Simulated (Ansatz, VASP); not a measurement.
CuO: VASP beside Ansatz

```
Cu O
1.0
     3.17550    0.00000    0.00000
     0.00000    3.17550    0.00000
     0.00000    0.00000    4.64953
Cu O
2 2
Direct
  0.00000 0.00000 0.00000
  0.50000 0.50000 0.00000
  0.50000 0.00000 0.26700
  0.00000 0.50000 0.73300
```

Alike in both runs: task relaxation of cell and atoms; functional PBE; k mesh 6 × 6 × 5; occupations fermi-dirac, width 0.05 eV; no spin polarisation.

```csv
,VASP,Ansatz
version,VASP 6.6.1,Ansatz 0.2.0
potentials or method,"VASP PAW PBE potentials, release 64 (Cu, O), cutoff 600 eV","all-electron LAPW, scalar-relativistic"
```

Ansatz gave:

| Item | Value |
| --- | --- |
| gap on the k mesh at the Fermi level, each at its own relaxed structure (eV) | none |
| relaxed volume (Å³/atom) | 15.34 |
| relaxed cell length with the largest relative difference (Å) | 4.057 |

**Question.** Which values does VASP return?

**Answer.** gap on the k mesh at the Fermi level, each at its own relaxed structure (eV): none; relaxed volume (Å³/atom): 14.19; relaxed cell length with the largest relative difference (Å): 3.882.

A gap of «none» marks a metal or a gap that the smearing closes. One of these differences is far larger than is usual between the two programs; its cause wasn't traced. Ansatz ran all-electron here, and VASP with PAW potentials.

Noted on VASP's run: the volume moved by over 15 % at a fixed basis, so the end points are rough. Noted on Ansatz's run: the k mesh is thin for a metal, which can move the energy by tens of meV per atom; the volume moved by over 15 % at a fixed basis, so the end points are rough.
